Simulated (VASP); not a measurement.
Here is a VASP 6.6.1 calculation.

Contents of INCAR:

```
ALGO = Normal
EDIFF = 1E-6
ENCUT = 520
GGA = PE
ISIF = 2
ISMEAR = 0
LASPH = T
LCHARG = F
LREAL = F
LWAVE = F
NBANDS = 31
NELM = 60
PREC = Accurate
SIGMA = 0.1
```

File KPOINTS:

```
k-points
0
Gamma
  8 8 8
```

Contents of POSCAR:

```
AlGa2N3
1.0
   -1.5923199000      1.5923199000      6.7358116000
    1.5923199000     -1.5923199000      6.7358116000
    1.5923199000      1.5923199000     -6.7358116000
Al Ga N
1 2 3
Direct
    0.5000000000      0.5000000000      0.0000000000
    0.8353920000      0.8353920000      0.0000000000
    0.1646080000      0.1646080000      0.0000000000
    0.4215160000      0.9215160000      0.5000000000
    0.0784840000      0.5784840000      0.5000000000
    0.7500000000      0.2500000000      0.5000000000
```

Potentials or basis: VASP PAW PBE potentials, release 64 (Al, Ga_d, N).

The run is started by

```bash
$ cat potpaw_PBE.64/Al/POTCAR potpaw_PBE.64/Ga_d/POTCAR potpaw_PBE.64/N/POTCAR > POTCAR
$ mpirun -np 1 vasp_std > vasp.out
```

Predict the pressure.

0.0 GPa.

What does it give for the largest force?

0.025 eV/Å.

Estimate the band gap on the k mesh.

2.25 eV.

Forces in eV/Å, atoms in the order of the input:
```
Al   0.000  0.000  0.000
Ga   0.000  0.000 -0.008
Ga   0.000  0.000  0.008
N    0.000  0.000  0.025
N    0.000  0.000 -0.025
N    0.000  0.000  0.000
```

A k mesh can miss the band edges.
